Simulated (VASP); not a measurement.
**Ti3C: single point with PBE**

Ti3C, a slab with vacuum:

```xyz
4
Lattice="2.9075 0.0000 0.0000 -1.4538 2.5180 0.0000 0.0000 0.0000 19.9935" Properties=species:S:1:pos:R:3 pbc="T T T"
Ti    1.4538    0.8393    4.0000
Ti    0.0000    1.6787    6.2468
Ti    0.0000    0.0000    8.4935
C     0.9692    0.8393    9.7128
```

| Property | Result |
| --- | --- |
| Program | VASP 6.6.1 |
| Task | single point |
| Functional | PBE |
| Potentials or basis | VASP PAW PBE potentials, release 64 (Ti_sv, C) |
| Cutoff | 520 eV |
| k mesh | 9 × 9 × 1 |
| Occupations | gaussian, width 0.1 eV |
| Spin | no spin polarisation |

The largest force is 3.204 eV/Å and the band gap on the k mesh is zero (band 20 reaches 0.33 eV, above the bottom of band 21 at -0.63 eV).

Forces on the atoms (eV/Å):
```
Ti   0.022  0.002  0.227
Ti   0.397  0.038 -1.240
Ti  -2.335 -1.974  0.956
C    1.916  1.934  0.056
```

Levels at points of the mesh, in eV from the Fermi level:
```tsv
k point	band 16	band 17	band 18	band 19	band 20	band 21	band 22	band 23	band 24	band 25
(0.00, 0.00, 0.00)	-2.92	-0.53	-0.25	0.00	0.53	0.75	0.77	0.80	0.94	1.00
```

It took 10 min on 1 thread of AMD EPYC 7R43 64-Core Processor (Zen 3), on a shared host, peak memory 0.3 GiB.
